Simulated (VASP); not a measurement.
Crystal: NaF.

```xyz
2
Lattice="0.0000 2.6674 2.5313 2.6674 0.0000 2.5313 2.6674 2.6674 0.0000" Properties=species:S:1:pos:R:3 pbc="T T T"
Na    0.0000    0.0000    0.0000
F     1.3337    1.3337    1.2656
```

This cell differs from its parent crystal: biaxial xy strain +5.4%.

Base run:

| Property | Result |
| --- | --- |
| Program | VASP 6.6.1 |
| Functional | r2SCAN |
| Potentials or basis | VASP PAW PBE potentials, release 64 (Na_pv, F) |
| Cutoff | 520 eV |
| k mesh | 8 × 8 × 8 |
| Occupations | gaussian, width 0.01 eV |
| Spin | no spin polarisation |

Its results: band gap on the k mesh 5.92 eV, direct; pressure -3.4 GPa.

Q: The run is repeated on the same cell with these changes: functional from r2SCAN to PBE; occupations from gaussian, width 0.01 eV to fermi-dirac, width 0.02 eV. What comes out?

A: Band gap on the k mesh 5.25 eV, direct; pressure -1.5 GPa.

Caveats: the PAW data sets were made with another functional, which shifts forces and pressure a little (some runs).

A k mesh can miss the band edges.
